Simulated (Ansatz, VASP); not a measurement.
**One calculation of Hf3Cu, two programs**

```
Hf Cu
1.0
     4.29172    0.00000    0.00000
     0.00000    4.29172    0.00000
     0.00000    0.00000    4.29172
Hf Cu
3 1
Direct
  0.00000 0.50000 0.50000
  0.50000 0.00000 0.50000
  0.50000 0.50000 0.00000
  0.00000 0.00000 0.00000
```

Alike in both runs: task relaxation of cell and atoms; functional PBE; k mesh 12 × 12 × 12; occupations gaussian, width 0.1 eV; no spin polarisation.

|  | VASP | Ansatz |
| --- | --- | --- |
| version | VASP 6.6.1 | Ansatz 0.2.0 |
| potentials or method | VASP PAW PBE potentials, release 64 (Hf_pv, Cu), cutoff 600 eV | scalar-relativistic, plane waves, PAW |
| valence electrons in the cell | 41 | 97 |

```csv
,VASP,Ansatz,Ansatz less VASP
"gap on the k mesh at the Fermi level, each at its own relaxed structure (eV)",none,none,-
relaxed volume (Å³/atom),19.54,19.59,+0.051
relaxed length of the cell vector where the two differ most in proportion (Å),4.276,4.280,+0.0037
```

A gap of «none» marks a metal or a gap that the smearing closes. VASP's potentials hold 41 valence electrons a cell and Ansatz's 97, so a difference there can come from the potentials and not from the codes.

Neither program's run includes spin-orbit coupling.
